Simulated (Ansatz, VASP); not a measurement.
**Two plane-wave programs on Mn**

```
CELL_PARAMETERS angstrom
0.00000 2.62775 2.62775
2.62775 0.00000 2.62775
2.62775 2.62775 0.00000
ATOMIC_POSITIONS crystal
Mn 0.12500 0.12500 0.12500
Mn 0.87500 0.87500 0.87500
```

Alike in both runs: task single point; functional revPBE; k mesh 17 × 17 × 17; occupations fermi-dirac, width 0.05 eV; collinear spin.

|  | VASP | Ansatz |
| --- | --- | --- |
| version | VASP 6.6.1 | Ansatz 0.2.0 |
| potentials or method | VASP PAW PBE potentials, release 64 (Mn_pv), cutoff 520 eV | plane waves (420 eV) with PAW, scalar-relativistic |
| valence electrons in the cell | 26 | 30 |

Ansatz gave:

* net moment per atom (μB): 0.00
* size of the moment on the site where the two differ most (μB): 2.48

**Question.** Estimate VASP's values.

**Answer.** net moment per atom (μB): 0.00; size of the moment on the site where the two differ most (μB): 2.66.

VASP's potentials were made for PBE, not for revPBE. Site moments also hang on the region over which each program counts them. VASP's potentials hold 26 valence electrons a cell and Ansatz's 30, so a difference there can come from the potentials and not from the codes.
